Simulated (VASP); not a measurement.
Write the native input for VASP 6.6.1 that does the following.

* Task: single point
* Functional: BLYP
* Potentials or basis: VASP PAW PBE potentials, release 64 (Cd, Se)
* Cutoff: 500 eV
* k mesh: 5 × 5 × 5
* Occupations: gaussian, width 0.01 eV
* Spin: no spin polarisation
* Dipole correction: no
* Further INCAR settings: ALGO = Normal; EDIFF = 1e-06; NBANDS = 16

The structure of CdSe lies in POSCAR:

```
CdSe
1.0
    0.0000000000      3.0702700000      3.0702700000
    3.0702700000      0.0000000000      3.0702700000
    3.0702700000      3.0702700000      0.0000000000
Cd Se
1 1
Direct
    0.0000000000      0.0000000000      0.0000000000
    0.7500000000      0.7500000000      0.7500000000
```

The input as run:

INCAR

```
  PREC = Accurate
  ENCUT = 500
  EDIFF = 1E-6
  ISMEAR = 0
  SIGMA = 0.01
  LREAL = F
  LASPH = T
  NELM = 120
  ALGO = Normal
  ISIF = 2
  LWAVE = F
  LCHARG = F
  GGA = B5
  ALDAX = 1.0
  AGGAX = 1.0
  AGGAC = 1.0
  ALDAC = 0.0
  NBANDS = 16
  GGA_COMPAT = F
```

KPOINTS

```
regular mesh
0
Gamma
  5 5 5
```

Potentials or basis: VASP PAW PBE potentials, release 64 (Cd, Se).

Launch:

```sh
$ cat potpaw_PBE.64/Cd/POTCAR potpaw_PBE.64/Se/POTCAR > POTCAR
$ mpirun -np 1 vasp_std > vasp.out
```

It gave:

```yaml
Pressure: 4.4 GPa
Band_gap_on_the_k_mesh: 0.50 eV, direct
```

Caveat: the PAW data sets were made with another functional, which shifts forces and pressure a little.

Wall time 28 s on 1 thread of Intel Xeon 8259CL, with other jobs on the host, peak memory 0.17 GiB.
